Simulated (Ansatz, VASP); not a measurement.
**Two plane-wave programs on RbCd**

```
Rb Cd
1.0
     4.56836    0.00000    0.00000
     0.00000    4.56836    0.00000
     0.00000    0.00000    4.56836
Rb Cd
1 1
Direct
  0.00000 0.00000 0.00000
  0.50000 0.50000 0.50000
```

Alike in both runs: functional PBE; k mesh 9 × 9 × 9; occupations fermi-dirac, width 0.05 eV; no spin polarisation.

Ansatz relaxed the structure, and its values are those at the end. VASP's run is a single point on that final structure, the one shown.

|  | VASP | Ansatz |
| --- | --- | --- |
| version | VASP 6.6.1 | Ansatz 0.2.0 |
| potentials or method | VASP PAW PBE potentials, release 64 (Rb_sv, Cd) | PAW with Ansatz's default frozen-core files, scalar-relativistic |
| plane-wave cutoff (eV) | 520 | 420 |
| valence electrons in the cell | 21 | 29 |

|  | VASP | Ansatz | Ansatz less VASP |
| --- | --- | --- | --- |
| pressure (GPa) | 0.0 | 0.0 | -0.01 |

With one functional, cell and mesh, what is left measures potentials, basis and numerics. VASP's potentials hold 21 valence electrons a cell and Ansatz's 29, so a difference there can come from the potentials and not from the codes.
